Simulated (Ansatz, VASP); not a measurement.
Two plane-wave programs on BaO

```
CELL_PARAMETERS angstrom
0.00000 2.77194 2.77194
2.77194 0.00000 2.77194
2.77194 2.77194 0.00000
ATOMIC_POSITIONS crystal
Ba 0.00000 0.00000 0.00000
O 0.50000 0.50000 0.50000
```

Alike in both runs: task single point; functional PBE; k mesh 8 × 8 × 8; no spin polarisation.

|  | VASP | Ansatz |
| --- | --- | --- |
| version | VASP 6.6.1 | Ansatz 0.2.0 |
| potentials or method | VASP PAW PBE potentials, release 64 (Ba_sv, O) | plane waves, PAW |
| plane-wave cutoff (eV) | 600 | 420 |
| occupations | gaussian, width 0.01 eV | fixed |
| valence electrons in the cell | 16 | 16 |

```csv
,VASP,Ansatz,Ansatz less VASP
gap on the k mesh at the Fermi level (eV),1.98,2.05,+0.065
pressure (GPa),2.8,1.2,-1.62
```

Neither program's run includes spin-orbit coupling.
